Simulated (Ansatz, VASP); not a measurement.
# MoS2: VASP beside Ansatz

INCAR

```
SYSTEM = MoS2
PREC     = Accurate       ! precision mode
ENCUT    = 520            ! plane-wave cutoff, eV
EDIFF    = 1E-6           ! SCF threshold, eV
ISMEAR   = -1             ! smearing method
SIGMA    = 0.05           ! smearing width, eV
LREAL    = .FALSE.        ! projectors in reciprocal space
LASPH    = .TRUE.         ! aspherical terms in the spheres
NELM     = 80             ! most SCF steps
ALGO     = Normal         ! electronic algorithm
ISIF     = 2              ! what is computed and relaxed
LWAVE    = .FALSE.        ! write WAVECAR
LCHARG   = .FALSE.        ! write CHGCAR
NBANDS   = 20             ! bands
```

KPOINTS

```
Automatic mesh
0
G
  10 10 2
  0 0 0
```

The input POSCAR:

```
MoS2
1.0
    3.1191256785      0.0000000000      0.0000000000
   -1.5595628393      2.7012420752      0.0000000000
    0.0000000000      0.0000000000     16.9807333112
Mo S
1 2
Direct
    0.0000000000      0.0000000000      0.0000000000
    0.3333333333      0.6666666667      0.9105070200
    0.3333333333      0.6666666667      0.0894929800
```

File input.yaml:

```yaml
crystal:
  lattice:
    - [3.1191256785, 0.0, 0.0]
    - [-1.5595628393, 2.7012420752, 0.0]
    - [0.0, 0.0, 16.9807333112]
  atoms:
    - { symbol: Mo, position: [0.0, 0.0, 0.0] }
    - { symbol: S, position: [0.3333333333, 0.6666666667, 0.91050702] }
    - { symbol: S, position: [0.3333333333, 0.6666666667, 0.08949298] }
hamiltonian:
  xc: lda
  pseudopotentials: { kind: paw }
kpoints:
  mp_grid: { grid: [10, 10, 2] }
scf:
  occupations: { method: fermi_dirac, width: 0.05 }
output:
  forces: true
  stress: true
  eigenvalues: true
```

Alike in both runs: task single point; functional LDA; k mesh 10 × 10 × 2; occupations fermi-dirac, width 0.05 eV; no spin polarisation.

|  | VASP | Ansatz |
| --- | --- | --- |
| version | VASP 6.6.1 | Ansatz 0.2.0 |
| potentials or method | VASP PAW LDA potentials, release 64 (Mo_sv, S) | Ansatz PAW |
| plane-wave cutoff (eV) | 520 | 420 |
| valence electrons in the cell | 26 | 26 |

```csv
,VASP,Ansatz,Ansatz less VASP
gap on the k mesh at the Fermi level (eV),1.91,1.90,-0.013
least direct gap on the mesh (eV),2.10,2.10,-0.007
rms of the force components (eV/Å),0.336,0.330,-0.0069
```

LDA's correlation is that of Perdew and Zunger in VASP and of Perdew and Wang (1992) in Ansatz. Atom by atom the forces differ by 0.007 eV/Å (rms over components).
